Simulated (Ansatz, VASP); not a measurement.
Sn: VASP beside Ansatz

File INCAR:

```
SYSTEM = Sn
PREC = Accurate
ENCUT = 520
EDIFF = 1E-7
ISMEAR = -1
SIGMA = 0.1
LREAL = .FALSE.
LASPH = .TRUE.
NELM = 60
ALGO = Normal
ISIF = 2
LWAVE = .FALSE.
LCHARG = .FALSE.
GGA = RP
NBANDS = 13
```

The input KPOINTS:

```
Automatic mesh
0
G
  11 11 11
  0 0 0
```

File POSCAR:

```
Sn
1.0
    3.1554256564      0.0000000000      0.0000000000
    0.0000000000      3.1554256564      0.0000000000
    0.0000000000      0.0000000000      3.1554256564
Sn
1
Direct
    0.0000000000      0.0000000000      0.0000000000
```

Input for Ansatz:

```yaml
crystal:
  lattice:
    - [3.1554256564, 0.0, 0.0]
    - [0.0, 3.1554256564, 0.0]
    - [0.0, 0.0, 3.1554256564]
  atoms:
    - { symbol: Sn, position: [0.0, 0.0, 0.0] }
hamiltonian:
  xc: rpbe
  pseudopotentials:
    kind: paw
    azcp:
      Sn: "pseudopotentials/Sn.paw.azcp"
basis:
  ecutwfc: 420
  fft_grid_basis: typed
kpoints:
  mp_grid: { grid: [11, 11, 11], shift: [0, 0, 0] }
magnetization:
  spin_polarized: false
scf:
  occupations: { method: fermi_dirac, width: 0.1 }
  lower_state_search: "off"
output:
  stress: true
```

Alike in both runs: task single point; functional RPBE; k mesh 11 × 11 × 11; occupations fermi-dirac, width 0.1 eV; no spin polarisation.

|  | VASP | Ansatz |
| --- | --- | --- |
| version | VASP 6.6.1 | Ansatz 0.2.0 |
| potentials or method | VASP PAW PBE potentials, release 64 (Sn_d), cutoff 520 eV | plane waves (420 eV) with PAW, scalar-relativistic |
| valence electrons in the cell | 14 | 14 |

```tsv
	VASP	Ansatz	Ansatz less VASP
pressure (GPa)	-1.2	-1.2	+0.02
```

VASP's potentials were made for PBE, not for RPBE.
